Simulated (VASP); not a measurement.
PrBe3Si: single point with PBE

The system is PrBe3Si.

```xyz
10
Lattice="0.0000 3.8227 0.0000 -1.9113 -1.9113 4.9726 7.6453 0.0000 0.0000" Properties=species:S:1:pos:R:3 pbc="T T T"
Pr    0.0000    0.0000    0.0000
Pr    3.8227    3.8227    0.0000
Be    1.9113    1.9113    1.2003
Be    5.7340    1.9113    1.2003
Be    0.0000    0.0000    3.7723
Be    3.8227    0.0000    3.7723
Be    0.0000    1.9113    2.4863
Be    3.8227    1.9113    2.4863
Si    1.9113    0.0000    2.4863
Si    5.7340    0.0000    2.4863
```

- Program: VASP 6.6.1
- Task: single point
- Functional: PBE
- Potentials or basis: VASP PAW PBE potentials, release 64 (Pr_3, Be, Si), 4f in core
- Cutoff: 600 eV
- k mesh: 6 × 6 × 4
- Occupations: gaussian, width 0.2 eV
- Spin: no spin polarisation
- Dipole correction: no
- Further INCAR settings: ALGO = Normal; EDIFF = 1e-06; NBANDS = 32

```yaml
Pressure: 0.2 GPa
Largest_force: 0.025 eV/Å
Band_gap_on_the_k_mesh: zero (bands 21 and 22 overlap by 1.83 eV)
```

Forces in eV/Å, atoms in the order of the input:
```
Pr   0.000  0.000  0.004
Pr   0.000  0.000  0.004
Be  -0.003  0.000 -0.023
Be  -0.003  0.000 -0.023
Be   0.001  0.000  0.025
Be   0.001  0.000  0.025
Be  -0.003  0.000  0.000
Be  -0.003  0.000  0.000
Si   0.005  0.000 -0.006
Si   0.005  0.000 -0.006
```

Stress tensor (GPa, compression positive):
```
0.14 0.00 0.03
0.00 0.28 0.00
0.03 0.00 0.05
```

Levels at points of the mesh, in eV from the Fermi level:
```tsv
k point	band 18	band 19	band 20	band 21	band 22	band 23	band 24	band 25
(0.00, 0.00, 0.00)	-1.07	-0.52	-0.10	0.57	0.66	0.77	1.92	2.45
(0.50, 0.00, 0.00)	-1.91	-1.07	-0.65	-0.10	0.57	0.66	1.92	2.88
(0.00, 0.50, 0.00)	-1.07	-0.41	-0.10	0.57	0.66	1.38	1.47	1.47
(0.00, 0.00, 0.50)	-1.78	-0.76	-0.76	0.80	0.80	1.24	1.24	2.98
(0.50, 0.00, 0.50)	-2.26	-1.44	-1.44	-0.95	-0.95	2.13	2.13	3.41
(0.00, 0.50, 0.50)	-0.86	-0.15	-0.15	0.57	0.57	1.66	1.66	2.87
```

Run time: 5.3 min on 1 thread of Intel(R) Xeon(R) Platinum 8259CL CPU @ 2.50GHz (Skylake/Cascade Lake), with other jobs on the host, peak memory 0.45 GiB.

Caveat: spin-orbit coupling is left out, which moves the levels of the heavy elements; the 4f electrons are frozen in the core, so they carry no moment and show no levels. Spin polarisation is off, so any magnetic state and its effect on volume and gap are missing.
